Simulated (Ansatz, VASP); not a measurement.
# One calculation of Y5N, two programs

```
CELL_PARAMETERS angstrom
0.00000 4.52079 4.52079
4.52079 0.00000 4.52079
4.52079 4.52079 0.00000
ATOMIC_POSITIONS crystal
Y 0.37605 0.37605 0.87186
Y 0.37605 0.87186 0.37605
Y 0.87186 0.37605 0.37605
Y 0.37605 0.37605 0.37605
Y 0.75000 0.75000 0.75000
N 0.00000 0.00000 0.00000
```

Change from the starting cell: species swapped into the DyCu5 type (F-43m, No. 216).

Alike in both runs: functional PBE; k mesh 8 × 8 × 8; occupations gaussian, width 0.1 eV; collinear spin.

Ansatz relaxed the structure, and its values are those at the end. VASP's run is a single point on that final structure, the one shown.

|  | VASP | Ansatz |
| --- | --- | --- |
| version | VASP 6.6.1 | Ansatz 0.2.0 |
| potentials or method | VASP PAW PBE potentials, release 64 (Y_sv, N), cutoff 520 eV | scalar-relativistic, plane waves, PAW |
| valence electrons in the cell | 60 | 60 |

VASP gave:

```
gap on the k mesh at the Fermi level (eV)                     : none
pressure (GPa)                                                : -0.1
net moment per atom (μB)                                      : 0.19
size of the moment on the site where the two differ most (μB) : 0.11
```

Q: Estimate Ansatz's values.

A: gap on the k mesh at the Fermi level (eV): none; pressure (GPa): 0.0; net moment per atom (μB): 0.20; size of the moment on the site where the two differ most (μB): 0.20.

Site moments also hang on the region over which each program counts them. A gap of «none» marks a metal or a gap that the smearing closes. With one functional, cell and mesh, what is left measures potentials, basis and numerics.
